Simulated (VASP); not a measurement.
Wanted: the native input for a VASP 6.6.1 run.

- Task: single point
- Functional: PBE
- Potentials or basis: VASP PAW PBE potentials, release 64 (Dy_3, Au), 4f in core
- Cutoff: 500 eV
- k mesh: 4 × 4 × 4
- Occupations: gaussian, width 0.1 eV
- Spin: no spin polarisation
- Dipole correction: no
- Mended: yes
- Further INCAR settings: ALGO = Normal; EDIFF = 1e-06; NBANDS = 32

The structure of Dy4Au lies in POSCAR:

```
Dy4Au
1.0
    5.1228212100      0.0000000000      0.0000000000
    0.0000000000      5.1228212100      0.0000000000
    0.0000000000      0.0000000000      5.1228212100
Dy Au
4 1
Direct
    0.2500000000      0.2500000000      0.2500000000
    0.7500000000      0.7500000000      0.2500000000
    0.2500000000      0.7500000000      0.7500000000
    0.7500000000      0.2500000000      0.7500000000
    0.0000000000      0.0000000000      0.0000000000
```

The cell was built from a structure type or drawn by symmetry, and may not be a known phase.

One way to write it, as run:

INCAR

```
PREC = Accurate
ENCUT = 500
EDIFF = 1E-6
ISMEAR = 0
SIGMA = 0.1
LREAL = F
LASPH = T
NELM = 200
ALGO = Normal
ISIF = 2
LWAVE = F
LCHARG = T
GGA = PE
LELF = T
LVHAR = T
NBANDS = 32
GGA_COMPAT = F
LMAXMIX = 6
```

KPOINTS

```
Automatic mesh
0
Gamma
  4 4 4
```

Potentials or basis: VASP PAW PBE potentials, release 64 (Dy_3, Au), 4f in core.

Launch:

```console
$ cat potpaw_PBE.64/Dy_3/POTCAR potpaw_PBE.64/Au/POTCAR > POTCAR
$ mpirun -np 1 vasp_std > vasp.out
```

Results of the run:

- Pressure: 41.1 GPa
- Band gap on the k mesh: zero (an odd number of electrons rules out a gap without spin polarisation)

Caveat: the cell stands under pressure; spin-orbit coupling is left out, which moves the levels of the heavy elements; the 4f electrons are frozen in the core, so they carry no moment and show no levels.

It took 48 s on 1 thread of Intel(R) Xeon(R) Platinum 8259CL CPU @ 2.50GHz (Skylake/Cascade Lake), on a shared host, peak memory 0.25 GiB.
